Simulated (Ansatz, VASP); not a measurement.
**One calculation of MoS2, two programs**

The input INCAR:

```
ALGO = Normal
EDIFF = 1E-8
ENCUT = 520
GGA = PE
ISIF = 2
ISMEAR = -1
LASPH = T
LCHARG = F
LEFG = T
LREAL = F
LWAVE = F
NBANDS = 35
NELM = 100
PREC = Accurate
SIGMA = 0.03
```

The input KPOINTS:

```
k-points
0
Gamma
  10 10 3
```

The input POSCAR:

```
MoS2
1.0
    3.2229977647      0.0000000000      0.0000000000
   -1.6114988823      2.7911979406      0.0000000000
    0.0000000000      0.0000000000     12.5361396517
Mo S
2 4
Direct
    0.3333333333      0.6666666667      0.2500000000
    0.6666666667      0.3333333333      0.7500000000
    0.3333333333      0.6666666667      0.6275000000
    0.6666666667      0.3333333333      0.1275000000
    0.3333333333      0.6666666667      0.8725000000
    0.6666666667      0.3333333333      0.3725000000
```

Input for Ansatz:

```yaml
crystal:
  lattice:
    - [3.2229977647, 0.0, 0.0]
    - [-1.6114988823, 2.7911979406, 0.0]
    - [0.0, 0.0, 12.5361396517]
  atoms:
    - { symbol: Mo, position: [0.3333333333, 0.6666666667, 0.25] }
    - { symbol: Mo, position: [0.6666666667, 0.3333333333, 0.75] }
    - { symbol: S, position: [0.3333333333, 0.6666666667, 0.6275] }
    - { symbol: S, position: [0.6666666667, 0.3333333333, 0.1275] }
    - { symbol: S, position: [0.3333333333, 0.6666666667, 0.8725] }
    - { symbol: S, position: [0.6666666667, 0.3333333333, 0.3725] }
kpoints:
  mp_grid: { grid: [10, 10, 3] }
scf:
  occupations: { method: fermi_dirac, width: 0.03 }
hamiltonian:
  xc: pbe
  pseudopotentials: { kind: all_electron, datasets: crystal }
output:
  forces: true
  stress: true
  eigenvalues: true
  efg: { contact_densities: true }
```

Change from the starting cell: volume scaled by 1.06, crystal datasets.

Alike in both runs: task electric field gradients; functional PBE; k mesh 10 × 10 × 3; occupations fermi-dirac, width 0.03 eV; no spin polarisation.

```csv
,VASP,Ansatz
version,VASP 6.6.1,Ansatz 0.2.0
potentials or method,"VASP PAW PBE potentials, release 64 (Mo_sv, S), cutoff 520 eV","all-electron PAW with datasets made for the crystal, scalar-relativistic"
```

```tsv
	VASP	Ansatz	Ansatz less VASP
pressure (GPa)	-0.3	-0.2	+0.14
traceless stress, the component that is largest in VASP (GPa)	3.56	3.59	+0.033
rms of the force components (eV/Å)	0.090	0.097	+0.0065
size of Vzz on the site where it differs most (V/Å²)	86.7	84.8	-1.95
```

Atom by atom the forces differ by 0.006 eV/Å (rms over components). Ansatz ran all-electron here, and VASP with PAW potentials.
